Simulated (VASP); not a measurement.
Hf3B2Cl4: single point with PBE

Hf3B2Cl4:

```
Hf B Cl
1.0
    -3.16154    5.07404    5.23047
     3.16154   -5.07404    5.23047
     3.16154    5.07404   -5.23047
Hf B Cl
3 2 4
Cartesian
  0.0000 0.0000 0.0000
  0.0000 0.0000 7.2737
  0.0000 0.0000 3.1872
  0.0000 5.0740 0.0000
  0.0000 0.0000 5.2305
  1.6146 1.7631 0.0000
  4.7085 1.7631 0.0000
  -1.5470 3.3109 5.2305
  1.5470 3.3109 5.2305
```

```json
{
 "Program": "VASP 6.6.1",
 "Task": "single point",
 "Functional": "PBE",
 "Potentials or basis": "VASP PAW PBE potentials, release 64 (Hf_pv, B, Cl)",
 "Cutoff": "520 eV",
 "k mesh": "4 × 4 × 4",
 "Occupations": "gaussian, width 0.1 eV",
 "Spin": "no spin polarisation"
}
```

* Pressure: -0.1 GPa
* Largest force: 0.070 eV/Å

Forces on the atoms (eV/Å):
```
Hf   0.000  0.000  0.000
Hf   0.000  0.000 -0.016
Hf   0.000  0.000  0.016
B    0.000  0.000  0.000
B    0.000  0.000  0.000
Cl  -0.047 -0.051  0.000
Cl   0.047 -0.051  0.000
Cl  -0.047  0.051  0.000
Cl   0.047  0.051  0.000
```

Stress tensor (GPa, compression positive):
```
-0.21  0.00  0.00
 0.00 -0.13  0.00
 0.00  0.00 -0.09
```

Levels at points of the mesh, in eV from the Fermi level:
| k point | band 30 | band 31 | band 32 | band 33 | band 34 | band 35 |
| --- | --- | --- | --- | --- | --- | --- |
| (0.00, 0.00, 0.00) | -1.31 | -0.76 | -0.49 | 0.00 | 0.47 | 0.56 |
| (0.50, 0.00, 0.00) | -0.86 | -0.60 | -0.03 | 0.34 | 0.72 | 0.78 |
| (0.00, 0.50, 0.00) | -0.45 | -0.25 | -0.04 | 0.16 | 0.46 | 0.54 |
| (0.50, 0.50, 0.00) | -0.72 | -0.39 | -0.30 | 0.09 | 0.16 | 0.38 |
| (0.50, 0.50, 0.50) | -1.19 | -0.62 | -0.53 | 0.28 | 0.56 | 0.75 |

Wall time 7.8 min on 1 thread of Oxide Virtual Turin-like Processor (shared host), peak memory 0.57 GiB.

Caveat: spin-orbit coupling is left out, which moves the levels of the heavy elements.
